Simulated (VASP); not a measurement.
Set up this calculation in VASP 6.6.1, as the native input.

```
Task                   : single point
Functional             : PBEsol
Potentials or basis    : VASP PAW PBE potentials, release 64 (Au)
Cutoff                 : 520 eV
k mesh                 : 14 × 14 × 8
Occupations            : gaussian, width 0.05 eV
Spin                   : no spin polarisation
Dipole correction      : no
Further INCAR settings : ALGO = Fast; EDIFF = 1e-06; NBANDS = 18
```

The structure of Au lies in POSCAR:

```
Au
1.0
   -2.8226199300      0.0000000000      0.0000000000
    1.4113099650     -2.5559330250      0.0000000000
    0.0000000000      0.0000000000      4.8931696100
Au
2
Direct
    0.6653279700      0.3306559400      0.2500000000
    0.3346720300      0.6693440600      0.7500000000
```

These files were run (other wordings do the same):

INCAR

```
SYSTEM = Au
ALGO = Fast ; EDIFF = 1E-6
ENCUT = 520 ; GGA = PS
ISIF = 2 ; ISMEAR = 0
LASPH = .True. ; LCHARG = .False.
LREAL = .False. ; LWAVE = .False.
NBANDS = 18 ; NELM = 100
PREC = Accurate ; SIGMA = 0.05
```

KPOINTS

```
k-points
0
Gamma
  14 14 8
  0 0 0
```

Potentials or basis: VASP PAW PBE potentials, release 64 (Au).

Command:

```console
$ cat potpaw_PBE.64/Au/POTCAR > POTCAR
$ mpirun -np 1 vasp_std > vasp.out
```

Results of the run:

The pressure is -5.5 GPa and the band gap on the k mesh is zero (bands 11 and 12 overlap by 6.29 eV).

Caveat: the cell stands under tension; the PAW data sets were made with another functional, which shifts forces and pressure a little; spin-orbit coupling is left out, which moves the levels of the heavy elements.

It took 110 s on 1 thread of Intel(R) Xeon(R) Platinum 8488C (Sapphire Rapids), on a shared host, peak memory 0.27 GiB.
